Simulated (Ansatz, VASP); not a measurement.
## SnTe: VASP beside Ansatz

The input POSCAR:

```
SnTe
1.0
    0.0000000000      3.6111460000      3.6111460000
    3.6111460000      0.0000000000      3.6111460000
    3.6111460000      3.6111460000      0.0000000000
Sn Te
1 1
Direct
    0.0000000000      0.0000000000      0.0000000000
    0.7472307960      0.7472307960      0.7527692040
```

The input INCAR.step1:

```
SYSTEM = SnTe
ALGO = Normal ; EDIFF = 1E-4
ENCUT = 520 ; GGA = PE
ISMEAR = 0 ; LASPH = .True.
LCHARG = .False. ; LREAL = .False.
LWAVE = .True. ; NBANDS = 17
NELM = 80 ; PREC = Accurate
SIGMA = 0.01
```

Contents of INCAR.step2:

```
SYSTEM = SnTe
ALGO = Normal ; EDIFF = 1E-6
ENCUT = 520 ; ISIF = 2
ISMEAR = 0 ; ISTART = 1
LASPH = .True. ; LCHARG = .False.
LMIXTAU = .True. ; LREAL = .False.
LWAVE = .False. ; METAGGA = R2SCAN
NBANDS = 17 ; NELM = 80
PREC = Accurate ; SIGMA = 0.01
```

KPOINTS

```
k-points
0
Gamma
  4 4 4
  0 0 0
```

Input for Ansatz:

```yaml
crystal:
  lattice:
    - [0.0, 3.611146, 3.611146]
    - [3.611146, 0.0, 3.611146]
    - [3.611146, 3.611146, 0.0]
  atoms:
    - { symbol: Sn, position: [0.0, 0.0, 0.0] }
    - { symbol: Te, position: [0.7472307959855403, 0.7472307959855403, 0.7527692040144597] }
kpoints:
  mp_grid:
    grid: [4, 4, 4]
hamiltonian:
  xc: r2scan
  pseudopotentials:
    kind: paw
scf:
  convergence:
    dr2_threshold: 1.0e-09
  occupations:
    method: fixed
output:
  forces: true
```

Alike in both runs: task single point; functional r2SCAN; k mesh 4 × 4 × 4; no spin polarisation.

|  | VASP | Ansatz |
| --- | --- | --- |
| version | VASP 6.6.1 | Ansatz 0.2.0 |
| potentials or method | VASP PAW PBE potentials, release 64 (Sn_d, Te) | plane waves, PAW |
| plane-wave cutoff (eV) | 520 | 500 |
| occupations | gaussian, width 0.01 eV | fixed |
| valence electrons in the cell | 20 | 30 |

|  | VASP | Ansatz | Ansatz less VASP |
| --- | --- | --- | --- |
| rms of the force components (eV/Å) | 0.028 | 0.027 | -0.0003 |

VASP's potentials were made for PBE, not for r2SCAN. Atom by atom the forces differ by 0.000 eV/Å (rms over components). VASP's potentials hold 20 valence electrons a cell and Ansatz's 30, so a difference there can come from the potentials and not from the codes.

Neither program's run includes spin-orbit coupling.
